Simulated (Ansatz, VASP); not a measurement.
# Al2Au: VASP beside Ansatz

```
Al Au
1.0
     0.00000    5.54998    5.54998
     5.54998    0.00000    5.54998
     5.54998    5.54998    0.00000
Al Au
4 2
Cartesian
  1.3875 1.3875 1.3875
  1.3875 4.1625 4.1625
  4.1625 4.1625 1.3875
  4.1625 1.3875 4.1625
  0.0000 0.0000 0.0000
  2.7750 2.7750 2.7750
```

Alike in both runs: functional PBE; k mesh 6 × 6 × 6; occupations gaussian, width 0.1 eV; no spin polarisation.

Ansatz relaxed the structure, and its values are those at the end. VASP's run is a single point on that final structure, the one shown.

|  | VASP | Ansatz |
| --- | --- | --- |
| version | VASP 6.6.1 | Ansatz 0.2.0 |
| potentials or method | VASP PAW PBE potentials, release 64 (Al, Au), cutoff 520 eV | scalar-relativistic, plane waves, PAW |
| valence electrons in the cell | 34 | 50 |

```csv
,VASP,Ansatz,Ansatz less VASP
gap on the k mesh at the Fermi level (eV),none,none,-
pressure (GPa),0.0,0.0,+0.05
```

A gap of «none» marks a metal or a gap that the smearing closes. With one functional, cell and mesh, what is left measures potentials, basis and numerics. VASP's potentials hold 34 valence electrons a cell and Ansatz's 50, so a difference there can come from the potentials and not from the codes.

Spin-orbit coupling is off throughout.
